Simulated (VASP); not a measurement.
# Ru (P6_3/mmc) in VASP: further runs, part 2 of 2

VASP 6.6.1.

## Step 4: Single point, PBE+D3(BJ)

This run uses another cell than the first one, of 13.57 Å³/atom, 1.010 times its volume.

Contents of INCAR:

```
SYSTEM = Ru
PREC = Accurate ; ENCUT = 500
EDIFF = 1E-6 ; ISMEAR = 0
SIGMA = 0.1 ; LREAL = .FALSE.
LASPH = .TRUE. ; NELM = 120
ALGO = Normal ; ISIF = 2
LWAVE = .FALSE. ; LCHARG = .TRUE.
GGA = PE ; IVDW = 12
LELF = .TRUE. ; LVHAR = .TRUE.
NBANDS = 21 ; GGA_COMPAT = .FALSE.
```

Contents of KPOINTS:

```
Automatic mesh
0
G
  9 9 4
  0 0 0
```

Contents of POSCAR:

```
Ru
1.0
    2.7057993342      0.0000000000      0.0000000000
   -1.3528996671      2.3432909610      0.0000000000
    0.0000000000      0.0000000000      4.2819000000
Ru
2
Direct
    0.3333333333      0.6666666667      0.2500000000
    0.6666666667      0.3333333333      0.7500000000
```

Potentials or basis: VASP PAW PBE potentials, release 64 (Ru_pv).

Command:

```console
$ cat potpaw_PBE.64/Ru_pv/POTCAR > POTCAR
$ mpirun -np 1 vasp_std > vasp.out
```

OUTCAR:

```text
SYSTEM = Ru
   PREC = Accurate
   ENCUT = 500
   EDIFF = 1E-6
   ISMEAR = 0
   LREAL = .FALSE.
   LASPH = .TRUE.
   NELM = 120
   ISIF = 2
   GGA = PE
   IVDW = 12
 IVDW          = 12

 ion  position               nearest neighbor table
   1  0.333  0.667  0.250-   2 2.65   2 2.65   2 2.65   2 2.65   2 2.65   2 2.65
   2  0.667  0.333  0.750-   1 2.65   1 2.65   1 2.65   1 2.65   1 2.65   1 2.65

  LATTYP: Found a hexagonal cell.
 ALAT       =     2.7057993342
 C/A-ratio  =     1.5824898565

  Lattice vectors:

 A1 = (   2.7057993342,   0.0000000000,   0.0000000000)
 A2 = (  -1.3528996671,   2.3432909610,   0.0000000000)
 A3 = (   0.0000000000,   0.0000000000,   4.2819000000)

Analysis of symmetry for initial positions (statically):
=====================================================================
 Subroutine PRICEL returns:
 Original cell was already a primitive cell.

 Routine SETGRP: Setting up the symmetry group for a
 hexagonal supercell.

 Subroutine GETGRP returns: Found 24 space group operations
 (whereof 12 operations were pure point group operations)
 out of a pool of 24 trial point group operations.

The static configuration has the point symmetry D_3d.
 The point group associated with its full space group is D_6h.

Analysis of symmetry for dynamics (positions and initial velocities):
=====================================================================
 Subroutine PRICEL returns:
 Original cell was already a primitive cell.

 Routine SETGRP: Setting up the symmetry group for a
 hexagonal supercell.

 Subroutine GETGRP returns: Found 24 space group operations
 (whereof 12 operations were pure point group operations)
 out of a pool of 24 trial point group operations.

The dynamic configuration has the point symmetry D_3d.
 The point group associated with its full space group is D_6h.

 Subroutine INISYM returns: Found 24 space group operations
 (whereof 12 operations are pure point group operations),
 and found     1 'primitive' translations

----------------------------------------------------------------------------------------

                                     Primitive cell

  volume of cell :      27.1493

  direct lattice vectors                    reciprocal lattice vectors
     2.705799334  0.000000000  0.000000000     0.369576556  0.213375124  0.000000000
    -1.352899667  2.343290961  0.000000000     0.000000000  0.426750249  0.000000000
     0.000000000  0.000000000  4.281900000     0.000000000  0.000000000  0.233541185

  length of vectors
     2.705799334  2.705799334  4.281900000     0.426750249  0.426750249  0.233541185

  position of ions in fractional coordinates (direct lattice)
     0.333333333  0.666666667  0.250000000
     0.666666667  0.333333333  0.750000000

  ion indices of the primitive-cell ions
   primitive index   ion index
                 1           1
                 2           2

----------------------------------------------------------------------------------------

 KPOINTS: Automatic mesh

Automatic generation of k-mesh.
 Grid dimensions read from file:
 generate k-points for:    9    9    4

 Generating k-lattice:

  Cartesian coordinates                     Fractional coordinates (reciprocal lattice)
     0.041064062  0.023708347  0.000000000     0.111111111  0.000000000  0.000000000
     0.000000000  0.047416694  0.000000000     0.000000000  0.111111111  0.000000000
     0.000000000  0.000000000  0.058385296     0.000000000  0.000000000  0.250000000

  Length of vectors
     0.047416694  0.047416694  0.058385296

  Shift w.r.t. Gamma in fractional coordinates (k-lattice)
     0.000000000  0.000000000  0.000000000

 Subroutine IBZKPT returns following result:
 ===========================================

 Found     36 irreducible k-points:

 Following reciprocal coordinates:
            Coordinates               Weight
  0.000000  0.000000  0.000000      1.000000
  0.111111 -0.000000  0.000000      6.000000
  0.222222 -0.000000  0.000000      6.000000
  0.333333  0.000000  0.000000      6.000000
  0.444444 -0.000000  0.000000      6.000000
  0.111111  0.111111  0.000000      6.000000
[... 16 lines left out ...]
  0.333333  0.222222  0.250000     24.000000
  0.333333  0.333333  0.250000      4.000000
 [... further k-points ...]
   k-points           NKPTS =     36   k-points in BZ     NKDIM =     36   number of bands    NBANDS=     21
   number of dos      NEDOS =    301   number of ions     NIONS =      2
   total plane-waves  NPLWV =  12800
   dimension x,y,z NGX =    20 NGY =   20 NGZ =   32
   dimension x,y,z NGXF=    40 NGYF=   40 NGZF=   64
   ions per type =               2
   NGX,Y,Z   is equivalent  to a cutoff of  12.29, 12.29, 12.42 a.u.
   NGXF,Y,Z  is equivalent  to a cutoff of  24.58, 24.58, 24.85 a.u.
 SYSTEM =  Ru
   PREC   = accura    normal or accurate (medium, high low for compatibility)
   ISTART =      0    job   : 0-new  1-cont  2-samecut
   ICHARG =      2    charge: 1-file 2-atom 10-const
   ISPIN  =      1    spin polarized calculation?
   LNONCOLLINEAR =      F non collinear calculations
   LSORBIT =      F    spin-orbit coupling
   LASPH  =      T    aspherical Exc in radial PAW
   ENCUT  =  500.0 eV  36.75 Ry    6.06 a.u.   4.93  4.93  7.81*2*pi/ulx,y,z
   NELM   =    120;   NELMIN=  2; NELMDL= -5     # of ELM steps
   EDIFF  = 0.1E-05   stopping-criterion for ELM
   LREAL  =      F    real-space projection
   EDIFFG = 0.1E-04   stopping-criterion for IOM
   NSW    =      0    number of steps for IOM
   IBRION =     -1    ionic relax: 0-MD 1-quasi-New 2-CG
   NFREE  =      0    steps in history (QN), initial steepest desc. (CG)
   ISIF   =      2    stress and relaxation
   ISYM   =      2    0-nonsym 1-usesym 2-fastsym
   POTIM  = 0.5000    time-step for ionic-motion
   TEBEG  =    0.0;   TEEND  =   0.0 temperature during run
   PSTRESS=    0.0 pullay stress
   NELECT =      28.0000    total number of electrons
   NUPDOWN=      -1.0000    fix difference up-down
   EMIN   =  10.00;   EMAX   =-10.00  energy-range for DOS
   EFERMI =   0.00;   METHOD = LEGACY
   ISMEAR =     0;   SIGMA  =   0.10  broadening in eV -4-tet -1-fermi 0-gaus
   EFERMI_NEDOS =   21; number of points for ismear=-14 and -15
   IALGO  =     38    algorithm
   IMIX   =      4    mixing-type and parameters
     AMIX     =   0.40;   BMIX     =  1.00
     AMIX_MAG =   1.60;   BMIX_MAG =  1.00
  volume/ion in A,a.u.               =      13.57        91.61
  Fermi-wavevector in a.u.,A,eV,Ry     =   1.654022  3.125649 37.222686  2.735790
  Thomas-Fermi vector in A             =   2.742361
   LORBIT       =      0    0 simple, 1 ext, 2 COOP (PROOUT), +10 PAW based schemes
   GGA     = PE    functional components
   LHFCALC =     F    Hartree Fock is set to
   AEXX    =    0.0000 exact exchange contribution
   IVDW    =    12    specifies the selected vdW correction
   LEPSILON=     F    determine dielectric tensor
   LRPA    =     F    only Hartree local field effects (RPA)
 non-spin polarized calculation
 Gauss-broadening in eV      SIGMA  =   0.10
  energy-cutoff  :      500.00
  volume of cell :       27.15
 maximum number of plane-waves:       708
 NGX is ok and might be reduce to    20
   NGX =  9   NGY =  9   NGZ = 15

 number of electron      28.0000009 magnetization

 Free energy of the ion-electron system (eV)
  ---------------------------------------------------
  ext. energy  EPLUGINS =         0.00000000
  ---------------------------------------------------
  free energy    TOTEN  =       -18.45656378 eV

  energy without entropy =      -18.44547574  energy(sigma->0) =      -18.45101976

 E-fermi :  13.0170     XC(G=0): -14.1214

 val. band max:       13.0134925769   @ k =   0.3333   0.3333   0.2500
 cond. band min:      13.0359191347   @ k =   0.3333   0.0000   0.0000
 fundamental gap:      0.0224265578
 Fermi energy:        13.0169984787

 k-point     1 :       0.0000    0.0000    0.0000
  band No.  band energies     occupation
      1     -30.8175      2.00000
      2     -29.8705      2.00000
      3     -29.8705      2.00000
      4     -29.7003      2.00000
      5     -29.7003      2.00000
      6     -29.6742      2.00000
[... 13 lines left out ...]
     20      23.2561      0.00000
     21      23.2896      0.00000
[... 529 lines left out ...]
 k-point    24 :       0.3333    0.3333    0.2500
  band No.  band energies     occupation
      1     -30.4748      2.00000
      2     -30.4748      2.00000
      3     -30.4281      2.00000
      4     -30.1705      2.00000
      5     -29.9644      2.00000
      6     -29.9644      2.00000
[... 13 lines left out ...]
     20      23.2555      0.00000
     21      23.2555      0.00000

 [... further k-points ...]

------------------------ aborting loop because EDIFF is reached ----------------------------------------

 Edisp (eV)   -1.24839

 E8    (eV) :    -0.5695

  FORCE on cell =-STRESS in cart. coord.  units (eV):
  Direction    XX          YY          ZZ          XY          YZ          ZX
  --------------------------------------------------------------------------------------
  -------------------------------------------------------------------------------------
  Total      -0.38213    -0.38213    -0.80167     0.00000     0.00000    -0.00000
  in kB     -22.55071   -22.55071   -47.30939     0.00000     0.00000    -0.00000
  external pressure =      -30.80 kB  Pullay stress =        0.00 kB

 VOLUME and BASIS-vectors are now :
 -----------------------------------------------------------------------------
  energy-cutoff  :      500.00
  volume of cell :       27.15
      direct lattice vectors                 reciprocal lattice vectors
     2.705799334  0.000000000  0.000000000     0.369576556  0.213375124  0.000000000
    -1.352899667  2.343290961  0.000000000     0.000000000  0.426750249  0.000000000
     0.000000000  0.000000000  4.281900000     0.000000000  0.000000000  0.233541185

 POSITION                                       TOTAL-FORCE (eV/Angst)
 -----------------------------------------------------------------------------------
     -0.00000      1.56219      1.07048        -0.000000     -0.000000      0.000000
      1.35290      0.78110      3.21143         0.000000      0.000000      0.000000
 -----------------------------------------------------------------------------------
    total drift:                               -0.000000      0.000000     -0.000000

  FREE ENERGIE OF THE ION-ELECTRON SYSTEM (eV)
  ---------------------------------------------------
  free  energy   TOTEN  =       -19.7049567965 eV

  energy  without entropy=      -19.6938687590  energy(sigma->0) =      -19.69941278
```

OSZICAR:

```text
N       E                     dE             d eps       ncg     rms          rms(c)
DAV:   1     0.281663278905E+03    0.28166E+03   -0.17040E+04  1512   0.144E+03
DAV:   2    -0.141976973899E+02   -0.29586E+03   -0.28656E+03  1537   0.439E+02
DAV:   3    -0.197729144171E+02   -0.55752E+01   -0.55531E+01  1787   0.677E+01
DAV:   4    -0.198147332342E+02   -0.41819E-01   -0.41788E-01  1896   0.557E+00
DAV:   5    -0.198152659202E+02   -0.53269E-03   -0.52880E-03  1738   0.548E-01    0.178E+01
DAV:   6    -0.185380218349E+02    0.12772E+01   -0.28622E+00  1722   0.167E+01    0.473E+00
DAV:   7    -0.184643562165E+02    0.73666E-01   -0.35811E-01  1752   0.456E+00    0.112E+00
DAV:   8    -0.184566252657E+02    0.77310E-02   -0.15172E-02  1652   0.106E+00    0.243E-01
DAV:   9    -0.184565557778E+02    0.69488E-04   -0.44225E-04  1735   0.216E-01    0.346E-02
DAV:  10    -0.184565647434E+02   -0.89656E-05   -0.27597E-05  1710   0.550E-02    0.116E-02
DAV:  11    -0.184565637821E+02    0.96127E-06   -0.50992E-06  1691   0.220E-02
   1 F= -.19704957E+02 E0= -.19699413E+02  d E =-.110880E-01
```

stdout:

```text
POSCAR found type information on POSCAR Ru
 POSCAR found :  1 types and       2 ions
 scaLAPACK will be used
 LDA part: xc-table for (Slater+PW92), standard interpolation
 POSCAR, INCAR and KPOINTS ok, starting setup
 FFT: planning ... GRIDC
 FFT: planning ... GRID_SOFT
 FFT: planning ... GRID
 WAVECAR not read
 entering main loop
```

Run time: 7.7 s. Hardware: 1 thread of Intel Xeon 6975P-C (Granite Rapids), shared host; peak memory 0.15 GiB.

What came out:

```
Free energy                : -19.7050 eV
Pressure                   : -3.1 GPa
Band gap on the k mesh     : zero (band 14 reaches 14.31 eV, above the bottom of band 15 at 11.27 eV)
Dispersion energy per atom : -0.624 eV
```

Stress tensor (GPa, compression positive):
```
-2.26  0.00  0.00
 0.00 -2.26  0.00
 0.00  0.00 -4.73
```

Caveat: the k points lie up to 0.37 Å⁻¹ apart; pairwise dispersion overbinds metals, which lowers pressure and volume.

## Step 5: Summary

| task | cell | k mesh | cutoff (eV) | gap on the mesh (eV) | pressure (GPa) |
| --- | --- | --- | --- | --- | --- |
| single point | a = 2.698, b = 2.698, c = 4.266 Å, angles 90.0, 90.0, 120.0°, 2 atoms | 18 × 18 × 10 | 520 | none | -0.1 |
| relaxation of cell and atoms | relaxed from a = 2.706, b = 2.706, c = 4.282 Å, angles 90.0, 90.0, 120.0°, 2 atoms | 18 × 18 × 10 | 600 | none | 0.0 |
| single point | a = 2.706, b = 2.706, c = 4.282 Å, angles 90.0, 90.0, 120.0°, 2 atoms | 9 × 9 × 4 | 500 | none | -3.1 |

Alike in all rows: level PBE+D3(BJ); potentials or basis VASP PAW PBE potentials, release 64 (Ru_pv); no spin polarisation; smearing gaussian 0.1 eV.

Caveats: some runs use coarse meshes; pairwise dispersion overbinds metals, which lowers pressure and volume.

Absolute energies hang on the potentials; compare differences alone.
